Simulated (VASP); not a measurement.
# NaH (Pm-3m) in VASP: settings compared

Aim: see how the results for NaH move with the level of theory and the settings. Levels: PBE+D4, PBE, PBEsol, RPBE. Tasks: relaxation of cell and atoms, single point.

Everything below comes from runs of VASP 6.6.1. Logs are shortened: lines on timing, memory, paths and dates and some standing lists are left out, and cuts for length are marked.

**1. The cell of the first run**

Symmetry: Pm-3m, No. 221, cubic system. The conventional cell has a = 2.955 Å, b = 2.955 Å, c = 2.955 Å, α = 90.00°, β = 90.00°, γ = 90.00°. Na (site symmetry m-3m) has 8 H at 2.56 Å and 6 Na at 2.96 Å within 3.4 Å. H (site symmetry m-3m) has 8 Na at 2.56 Å and 6 H at 2.96 Å within 3.4 Å.

**2. Relaxation of cell and atoms, PBE+D4**

Contents of INCAR:

```
SYSTEM = NaH
PREC = Accurate
ENCUT = 600
EDIFF = 1E-6
ISMEAR = -1
SIGMA = 0.05
LREAL = .FALSE.
LASPH = .TRUE.
NELM = 100
ALGO = Normal
ISIF = 3
LWAVE = .FALSE.
LCHARG = .FALSE.
GGA = PE
IVDW = 13
IBRION = 2
NSW = 80
EDIFFG = -0.02
```

Contents of KPOINTS:

```
regular mesh
0
G
  9 9 9
  0 0 0
```

Contents of POSCAR:

```
NaH
1.0
    2.9551240000      0.0000000000      0.0000000000
    0.0000000000      2.9551240000      0.0000000000
    0.0000000000      0.0000000000      2.9551240000
Na H
1 1
Direct
    0.0000000000      0.0000000000      0.0000000000
    0.5000000000      0.5000000000      0.5000000000
```

Potentials or basis: VASP PAW PBE potentials, release 64 (Na_pv, H).

Run with:

```
cat potpaw_PBE.64/Na_pv/POTCAR potpaw_PBE.64/H/POTCAR > POTCAR
mpirun -np 1 vasp_std > vasp.out
```

OUTCAR:

```text
SYSTEM = NaH
   PREC = Accurate
   ENCUT = 600
   EDIFF = 1E-6
   ISMEAR = -1
   LREAL = .FALSE.
   LASPH = .TRUE.
   NELM = 100
   ISIF = 3
   GGA = PE
   IVDW = 13
   IBRION = 2
   NSW = 80
   EDIFFG = -0.02

 ion  position               nearest neighbor table
   1  0.000  0.000  0.000-
   2  0.500  0.500  0.500-

  LATTYP: Found a simple cubic cell.
 ALAT       =     2.9551240000

  Lattice vectors:

 A1 = (   2.9551240000,   0.0000000000,   0.0000000000)
 A2 = (   0.0000000000,   2.9551240000,   0.0000000000)
 A3 = (   0.0000000000,   0.0000000000,   2.9551240000)

Analysis of symmetry for initial positions (statically):
=====================================================================
 Subroutine PRICEL returns:
 Original cell was already a primitive cell.

 Routine SETGRP: Setting up the symmetry group for a
 simple cubic supercell.

 Subroutine GETGRP returns: Found 48 space group operations
 (whereof 48 operations were pure point group operations)
 out of a pool of 48 trial point group operations.

The static configuration has the point symmetry O_h .

Analysis of symmetry for dynamics (positions and initial velocities):
=====================================================================
 Subroutine PRICEL returns:
 Original cell was already a primitive cell.

 Routine SETGRP: Setting up the symmetry group for a
 simple cubic supercell.

 Subroutine GETGRP returns: Found 48 space group operations
 (whereof 48 operations were pure point group operations)
 out of a pool of 48 trial point group operations.

The dynamic configuration has the point symmetry O_h .

 Subroutine INISYM returns: Found 48 space group operations
 (whereof 48 operations are pure point group operations),
 and found     1 'primitive' translations

----------------------------------------------------------------------------------------

                                     Primitive cell

  volume of cell :      25.8064

  direct lattice vectors                    reciprocal lattice vectors
     2.955124000  0.000000000  0.000000000     0.338395275  0.000000000  0.000000000
     0.000000000  2.955124000  0.000000000     0.000000000  0.338395275  0.000000000
     0.000000000  0.000000000  2.955124000     0.000000000  0.000000000  0.338395275

  length of vectors
     2.955124000  2.955124000  2.955124000     0.338395275  0.338395275  0.338395275

  position of ions in fractional coordinates (direct lattice)
     0.000000000  0.000000000  0.000000000
     0.500000000  0.500000000  0.500000000

  ion indices of the primitive-cell ions
   primitive index   ion index
                 1           1
                 2           2

----------------------------------------------------------------------------------------

 KPOINTS: regular mesh

Automatic generation of k-mesh.
 Grid dimensions read from file:
 generate k-points for:    9    9    9

 Generating k-lattice:

  Cartesian coordinates                     Fractional coordinates (reciprocal lattice)
     0.037599475  0.000000000  0.000000000     0.111111111  0.000000000  0.000000000
     0.000000000  0.037599475  0.000000000     0.000000000  0.111111111  0.000000000
     0.000000000  0.000000000  0.037599475     0.000000000  0.000000000  0.111111111

  Length of vectors
     0.037599475  0.037599475  0.037599475

  Shift w.r.t. Gamma in fractional coordinates (k-lattice)
     0.000000000  0.000000000  0.000000000

 Subroutine IBZKPT returns following result:
 ===========================================

 Found     35 irreducible k-points:

 Following reciprocal coordinates:
            Coordinates               Weight
  0.000000  0.000000  0.000000      1.000000
  0.111111  0.000000  0.000000      6.000000
  0.222222  0.000000  0.000000      6.000000
  0.333333  0.000000  0.000000      6.000000
  0.444444  0.000000  0.000000      6.000000
  0.111111  0.111111  0.000000     12.000000
[... 16 lines left out ...]
  0.333333  0.333333  0.111111     24.000000
  0.444444  0.333333  0.111111     48.000000
 [... further k-points ...]
   k-points           NKPTS =     35   k-points in BZ     NKDIM =     35   number of bands    NBANDS=      8
   number of dos      NEDOS =    301   number of ions     NIONS =      2
   total plane-waves  NPLWV =  13824
   dimension x,y,z NGX =    24 NGY =   24 NGZ =   24
   dimension x,y,z NGXF=    48 NGYF=   48 NGZF=   48
   ions per type =               1   1
   NGX,Y,Z   is equivalent  to a cutoff of  13.50, 13.50, 13.50 a.u.
   NGXF,Y,Z  is equivalent  to a cutoff of  27.00, 27.00, 27.00 a.u.
 SYSTEM =  NaH
   PREC   = accura    normal or accurate (medium, high low for compatibility)
   ISTART =      0    job   : 0-new  1-cont  2-samecut
   ICHARG =      2    charge: 1-file 2-atom 10-const
   ISPIN  =      1    spin polarized calculation?
   LNONCOLLINEAR =      F non collinear calculations
   LSORBIT =      F    spin-orbit coupling
   LASPH  =      T    aspherical Exc in radial PAW
   ENCUT  =  600.0 eV  44.10 Ry    6.64 a.u.   5.90  5.90  5.90*2*pi/ulx,y,z
   NELM   =    100;   NELMIN=  2; NELMDL= -5     # of ELM steps
   EDIFF  = 0.1E-05   stopping-criterion for ELM
   LREAL  =      F    real-space projection
   EDIFFG = -.2E-01   stopping-criterion for IOM
   NSW    =     80    number of steps for IOM
   IBRION =      2    ionic relax: 0-MD 1-quasi-New 2-CG
   NFREE  =      1    steps in history (QN), initial steepest desc. (CG)
   ISIF   =      3    stress and relaxation
   ISYM   =      2    0-nonsym 1-usesym 2-fastsym
   POTIM  = 0.5000    time-step for ionic-motion
   TEBEG  =    0.0;   TEEND  =   0.0 temperature during run
   PSTRESS=    0.0 pullay stress
   NELECT =       8.0000    total number of electrons
   NUPDOWN=      -1.0000    fix difference up-down
   EMIN   =  10.00;   EMAX   =-10.00  energy-range for DOS
   EFERMI =   0.00;   METHOD = LEGACY
   ISMEAR =    -1;   SIGMA  =   0.05  broadening in eV -4-tet -1-fermi 0-gaus
   EFERMI_NEDOS =   21; number of points for ismear=-14 and -15
   IALGO  =     38    algorithm
   IMIX   =      4    mixing-type and parameters
     AMIX     =   0.40;   BMIX     =  1.00
     AMIX_MAG =   1.60;   BMIX_MAG =  1.00
  volume/ion in A,a.u.               =      12.90        87.08
  Fermi-wavevector in a.u.,A,eV,Ry     =   1.107973  2.093765 16.702564  1.227604
  Thomas-Fermi vector in A             =   2.244494
   LORBIT       =      0    0 simple, 1 ext, 2 COOP (PROOUT), +10 PAW based schemes
   GGA     = PE    functional components
   LHFCALC =     F    Hartree Fock is set to
   AEXX    =    0.0000 exact exchange contribution
   IVDW    =    13    specifies the selected vdW correction
   LEPSILON=     F    determine dielectric tensor
   LRPA    =     F    only Hartree local field effects (RPA)
 conjugate gradient relaxation of ions
 non-spin polarized calculation
  energy-cutoff  :      600.00
  volume of cell :       25.81
 maximum number of plane-waves:       882
 NGX is ok and might be reduce to    24
   NGX = 11   NGY = 11   NGZ = 11

--------------------------------------- Ionic step        1  -------------------------------------------

 number of electron       8.0000007 magnetization

 Free energy of the ion-electron system (eV)
  ---------------------------------------------------
  ext. energy  EPLUGINS =         0.00000000
  ---------------------------------------------------
  free energy    TOTEN  =        -4.77283152 eV

  energy without entropy =       -4.77283151  energy(sigma->0) =       -4.77283152

------------------------ aborting loop because EDIFF is reached ----------------------------------------

  DFT-D4 for vdW energy calculation

  Edisp (eV):   -0.14541

  FORCE on cell =-STRESS in cart. coord.  units (eV):
  Direction    XX          YY          ZZ          XY          YZ          ZX
  --------------------------------------------------------------------------------------
  -------------------------------------------------------------------------------------
  Total       0.31670     0.31670     0.31670     0.00000    -0.00000     0.00000
  in kB      19.66220    19.66220    19.66220     0.00000    -0.00000     0.00000
  external pressure =       19.66 kB  Pullay stress =        0.00 kB
[... 221 lines left out ...]
  energy  without entropy=       -4.9932129253  energy(sigma->0) =       -4.99321293

--------------------------------------- Ionic step        7  -------------------------------------------

 number of electron       8.0000004 magnetization

 Free energy of the ion-electron system (eV)
  ---------------------------------------------------
  ext. energy  EPLUGINS =         0.00000000
  ---------------------------------------------------
  free energy    TOTEN  =        -4.75450642 eV

  energy without entropy =       -4.75450640  energy(sigma->0) =       -4.75450641

 E-fermi :   1.2831     XC(G=0):  -7.7864

 val. band max:        0.5518715390   @ k =   0.4444   0.4444   0.4444
 cond. band min:       2.0037196068   @ k =   0.4444   0.0000   0.0000
 fundamental gap:      1.4518480678
 Fermi energy:         1.2831207575

 k-point     1 :       0.0000    0.0000    0.0000
  band No.  band energies     occupation
      1     -23.7882      2.00000
      2     -23.7882      2.00000
      3     -23.7882      2.00000
      4      -4.6554      2.00000
      5       8.5500      0.00000
      6      11.2912      0.00000
      7      11.2912      0.00000
      8      12.5159      0.00000
[... 243 lines left out ...]
 k-point    24 :       0.4444    0.3333    0.1111
  band No.  band energies     occupation
      1     -23.8939      2.00000
      2     -23.8641      2.00000
      3     -23.7830      2.00000
      4      -1.2573      2.00000
      5       3.8754      0.00000
      6       6.1494      0.00000
      7       9.4414      0.00000
      8      12.1889      0.00000

 [... further k-points ...]

------------------------ aborting loop because EDIFF is reached ----------------------------------------

  DFT-D4 for vdW energy calculation

  Edisp (eV):   -0.23901

  FORCE on cell =-STRESS in cart. coord.  units (eV):
  Direction    XX          YY          ZZ          XY          YZ          ZX
  --------------------------------------------------------------------------------------
  -------------------------------------------------------------------------------------
  Total       0.01827     0.01827     0.01827    -0.00000    -0.00000     0.00000
  in kB       1.01666     1.01666     1.01666    -0.00000    -0.00000     0.00000
  external pressure =        1.02 kB  Pullay stress =        0.00 kB
[... 17 lines left out ...]
  FREE ENERGIE OF THE ION-ELECTRON SYSTEM (eV)
  ---------------------------------------------------
  free  energy   TOTEN  =        -4.9935194082 eV

  energy  without entropy=       -4.9935193929  energy(sigma->0) =       -4.99351940

 reached required accuracy - stopping structural energy minimisation
```

Wall time 20 s (1 thread of Intel Xeon Platinum 8559C (Emerald Rapids), shared host); peak memory 0.13 GiB.

What came out:

```
Free energy                            : -4.9935 eV
Relaxed volume                         : 14.40 Å³/atom
Relaxed cell                           : a = 3.065 Å, b = 3.065 Å, c = 3.065 Å, α = 90.00°, β = 90.00°, γ = 90.00°
Space group after relaxing (to 0.05 Å) : Pm-3m (No. 221)
Energy gained by relaxing              : 37.6 meV/atom
Ionic steps                            : 7
Pressure after relaxing                : 0.1 GPa
Band gap on the k mesh                 : 1.45 eV, indirect (least direct gap 4.48 eV)
Dispersion energy per atom             : -0.120 eV
```

The path:
| step | energy change (eV) | largest force (eV/Å) | pressure (GPa) | volume (Å³) |
| --- | --- | --- | --- | --- |
| 1 | 0.0000 | 0.0000 | 1.97 | 25.81 |
| 2 | -0.0109 | 0.0000 | 4.12 | 26.40 |
| 3 | -0.0714 | 0.0000 | 2.43 | 28.25 |
| 4 | -0.0177 | 0.0000 | -3.99 | 32.18 |
| 5 | -0.0702 | 0.0000 | -1.86 | 29.58 |
| 6 | -0.0750 | 0.0000 | -0.53 | 28.98 |
| 7 | -0.0753 | 0.0000 | 0.10 | 28.79 |

Final structure:
```yaml
crystal:
  lattice:
    - [3.06497, 0.00000, 0.00000]
    - [0.00000, 3.06497, 0.00000]
    - [0.00000, 0.00000, 3.06497]
  atoms:
    - { symbol: Na, position: [0.00000, 0.00000, 0.00000] }
    - { symbol: H, position: [0.50000, 0.50000, 0.50000] }
```

A k mesh can miss the band edges.

**3. Single point, PBE**

Contents of INCAR:

```
SYSTEM = NaH
  PREC = Accurate
  ENCUT = 520
  EDIFF = 1E-6
  ISMEAR = 0
  SIGMA = 0.02
  LREAL = .False.
  LASPH = .True.
  NELM = 100
  ALGO = Normal
  ISIF = 2
  LWAVE = .False.
  LCHARG = .True.
  GGA = PE
  LELF = .True.
  LVHAR = .True.
  NBANDS = 11
```

Contents of KPOINTS:

```
regular mesh
0
Gamma
  9 9 9
  0 0 0
```

POSCAR is that of step 2.

Potentials or basis: VASP PAW PBE potentials, release 64 (Na_pv, H).

Run with:

```
cat potpaw_PBE.64/Na_pv/POTCAR potpaw_PBE.64/H/POTCAR > POTCAR
mpirun -np 1 vasp_std > vasp.out
```

OUTCAR:

```text
SYSTEM = NaH
   PREC = Accurate
   ENCUT = 520
   EDIFF = 1E-6
   ISMEAR = 0
   LREAL = .False.
   LASPH = .True.
   NELM = 100
   ISIF = 2
   GGA = PE

 ion  position               nearest neighbor table
   1  0.000  0.000  0.000-
   2  0.500  0.500  0.500-

  LATTYP: Found a simple cubic cell.
 ALAT       =     2.9551240000

  Lattice vectors:

 A1 = (   2.9551240000,   0.0000000000,   0.0000000000)
 A2 = (   0.0000000000,   2.9551240000,   0.0000000000)
[... 521 lines left out ...]

------------------------ aborting loop because EDIFF is reached ----------------------------------------

  FORCE on cell =-STRESS in cart. coord.  units (eV):
  Direction    XX          YY          ZZ          XY          YZ          ZX
  --------------------------------------------------------------------------------------
  -------------------------------------------------------------------------------------
  Total        0.0247856      0.0247856      0.0247856     -0.0000000      0.0000000     -0.0000000
  in kB        1.5388051      1.5388051      1.5388051     -0.0000000      0.0000000     -0.0000000
  external PRESSURE =       1.5388051 kB  Pullay stress =       0.0000000 kB

 VOLUME and BASIS-vectors are now :
 -----------------------------------------------------------------------------
  energy-cutoff  :      520.00
  volume of cell :       25.81
      direct lattice vectors                 reciprocal lattice vectors
     2.955124000  0.000000000  0.000000000     0.338395275  0.000000000  0.000000000
     0.000000000  2.955124000  0.000000000     0.000000000  0.338395275  0.000000000
     0.000000000  0.000000000  2.955124000     0.000000000  0.000000000  0.338395275

 POSITION                                       TOTAL-FORCE (eV/Angst)
 -----------------------------------------------------------------------------------
      0.00000      0.00000      0.00000         0.000000      0.000000      0.000000
      1.47756      1.47756      1.47756         0.000000      0.000000      0.000000
 -----------------------------------------------------------------------------------
    total drift:                                0.000000      0.000000      0.000000

  FREE ENERGIE OF THE ION-ELECTRON SYSTEM (eV)
  ---------------------------------------------------
  free  energy   TOTEN  =        -4.7725498826 eV

  energy  without entropy=       -4.7725498826  energy(sigma->0) =       -4.77254988
```

OSZICAR:

```text
N       E                     dE             d eps       ncg     rms          rms(c)
DAV:   1     0.382590427014E+02    0.38259E+02   -0.46568E+03   770   0.762E+02
DAV:   2    -0.392577463624E+01   -0.42185E+02   -0.41547E+02   800   0.194E+02
DAV:   3    -0.522831771616E+01   -0.13025E+01   -0.13006E+01   904   0.333E+01
DAV:   4    -0.523571053912E+01   -0.73928E-02   -0.73923E-02   878   0.255E+00
DAV:   5    -0.523576936056E+01   -0.58821E-04   -0.58821E-04   875   0.232E-01    0.311E+00
DAV:   6    -0.488125197919E+01    0.35452E+00   -0.34779E-01   904   0.319E+00    0.146E+00
DAV:   7    -0.477014214727E+01    0.11111E+00   -0.37885E-01   866   0.248E+00    0.377E-01
DAV:   8    -0.477281908925E+01   -0.26769E-02   -0.93627E-03   845   0.108E+00    0.735E-02
DAV:   9    -0.477257086274E+01    0.24823E-03   -0.17041E-03   889   0.420E-01    0.276E-02
DAV:  10    -0.477254899586E+01    0.21867E-04   -0.10110E-04   861   0.574E-02    0.290E-03
DAV:  11    -0.477254988262E+01   -0.88676E-06   -0.13307E-06   878   0.776E-03
   1 F= -.47725499E+01 E0= -.47725499E+01  d E =-.186282E-46
```

stdout:

```text
POSCAR found type information on POSCAR NaH
 POSCAR found :  2 types and       2 ions
 scaLAPACK will be used
 LDA part: xc-table for (Slater+PW92), standard interpolation
 POSCAR, INCAR and KPOINTS ok, starting setup
 FFT: planning ... GRIDC
 FFT: planning ... GRID_SOFT
 FFT: planning ... GRID
 WAVECAR not read
 entering main loop
```

Wall time 10 s (1 thread of Intel Xeon 6975P-C, shared host); peak memory 0.13 GiB.

What came out:

```
Free energy            : -4.7725 eV
Pressure               : 0.2 GPa
Band gap on the k mesh : 1.50 eV, indirect (least direct gap 4.81 eV)
```

A k mesh can miss the band edges.

[end of part 1 of 2]
